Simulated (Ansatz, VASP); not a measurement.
Sb in VASP and in Ansatz

Contents of INCAR:

```
PREC = Accurate
ENCUT = 520
EDIFF = 1E-8
ISMEAR = -1
SIGMA = 0.05
LREAL = False
LASPH = True
NELM = 100
ALGO = Normal
ISIF = 2
LWAVE = False
LCHARG = False
GGA = PS
LEFG = True
NBANDS = 12
```

The input KPOINTS:

```
Automatic mesh
0
Gamma
  12 12 7
```

POSCAR

```
Sb
1.0
    3.3690001795      0.0000000000      0.0000000000
   -1.6845000898      2.9176397408      0.0000000000
    0.0000000000      0.0000000000      5.1701000000
Sb
2
Direct
    0.3333333333      0.6666666667      0.2500000000
    0.6666666667      0.3333333333      0.7500000000
```

Input for Ansatz:

```yaml
crystal:
  lattice:
    - [3.3690001795, 0.0, 0.0]
    - [-1.6845000898, 2.9176397408, 0.0]
    - [0.0, 0.0, 5.1701]
  atoms:
    - { symbol: Sb, position: [0.3333333333, 0.6666666667, 0.25] }
    - { symbol: Sb, position: [0.6666666667, 0.3333333333, 0.75] }
kpoints:
  mp_grid: { grid: [12, 12, 7] }
scf:
  occupations: { method: fermi_dirac, width: 0.05 }
hamiltonian:
  xc: pbesol
  pseudopotentials: { kind: all_electron, datasets: crystal }
output:
  forces: true
  stress: true
  eigenvalues: true
  efg: { contact_densities: true }
```

Change from the starting cell: zz strain of -3 %, crystal datasets.

Alike in both runs: task electric field gradients; functional PBEsol; k mesh 12 × 12 × 7; occupations fermi-dirac, width 0.05 eV; no spin polarisation.

```csv
,VASP,Ansatz
version,VASP 6.6.1,Ansatz 0.2.0
potentials or method,"VASP PAW PBE potentials, release 64 (Sb), cutoff 520 eV","all-electron PAW with datasets made for the crystal, scalar-relativistic"
```

|  | VASP | Ansatz | Ansatz less VASP |
| --- | --- | --- | --- |
| pressure (GPa) | 2.1 | 2.1 | 0.00 |
| traceless stress, the component that is largest in VASP (GPa) | 0.50 | 0.49 | -0.018 |
| size of Vzz on the site where it differs most (V/Å²) | 17.4 | 19.6 | +2.26 |

VASP's potentials were made for PBE, not for PBEsol. Ansatz ran all-electron here, and VASP with PAW potentials.

Neither program's run includes spin-orbit coupling.
